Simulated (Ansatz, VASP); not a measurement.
# Se in VASP and in Ansatz

```xyz
3
Lattice="4.3662 0.0000 0.0000 -2.1831 3.7812 0.0000 0.0000 0.0000 4.9536" Properties=species:S:1:pos:R:3 pbc="T T T"
Se    1.6910    2.9289    0.0000
Se   -0.4921    0.8523    3.3024
Se    0.9841    0.0000    1.6512
```

Alike in both runs: task relaxation of cell and atoms; functional RPBE; dispersion D3(BJ); k mesh 7 × 7 × 6; occupations fermi-dirac, width 0.05 eV; no spin polarisation.

```csv
,VASP,Ansatz
version,VASP 6.6.1,Ansatz 0.2.0
potentials or method,"VASP PAW PBE potentials, release 64 (Se)",Ansatz PAW
plane-wave cutoff (eV),600,420
valence electrons in the cell,18,48
```

VASP gave:

- relaxed volume (Å³/atom): 18.47
- relaxed cell length with the largest relative difference (Å): 3.477

Q: What did Ansatz give for the same quantities?

A: Relaxed volume (Å³/atom): 18.82; relaxed cell length with the largest relative difference (Å): 3.542.

VASP's potentials were made for PBE, not for RPBE. VASP's potentials hold 18 valence electrons a cell and Ansatz's 48, so a difference there can come from the potentials and not from the codes.

Noted on VASP's run: the volume moved by over 15 % at a fixed basis, so the end points are rough. Noted on Ansatz's run: the volume moved by over 15 % at a fixed basis, so the end points are rough; odd divisions of the mesh miss points on the zone boundary, where band edges often lie, so the gap on the mesh can be too wide; the plane-wave basis is chosen anew once the cell has moved, so the energies of steps on either side of that aren't comparable.
